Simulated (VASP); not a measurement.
A run of VASP 6.6.1 is set up as follows.

The input INCAR:

```
SYSTEM = Al
PREC = Accurate ; ENCUT = 500
EDIFF = 1E-6 ; ISMEAR = -1
SIGMA = 0.1 ; LREAL = .False.
LASPH = .True. ; NELM = 120
ALGO = Normal ; ISIF = 2
LWAVE = .False. ; LCHARG = .False.
GGA = PS ; NBANDS = 8
GGA_COMPAT = .False.
```

The input KPOINTS:

```
regular mesh
0
Gamma
  9 9 9
  0 0 0
```

Contents of POSCAR:

```
Al
1.0
   -1.5912200000      1.5912200000      1.5912200000
    1.5912200000     -1.5912200000      1.5912200000
    1.5912200000      1.5912200000     -1.5912200000
Al
1
Direct
    0.0000000000      0.0000000000      0.0000000000
```

Potentials or basis: VASP PAW PBE potentials, release 64 (Al).

Command:

```console
$ cat potpaw_PBE.64/Al/POTCAR > POTCAR
$ mpirun -np 1 vasp_std > vasp.out
```

(1) Predict the pressure.

Results:

(1) 2.3 GPa.

Caveat: the PAW data sets were made with another functional, which shifts forces and pressure a little.
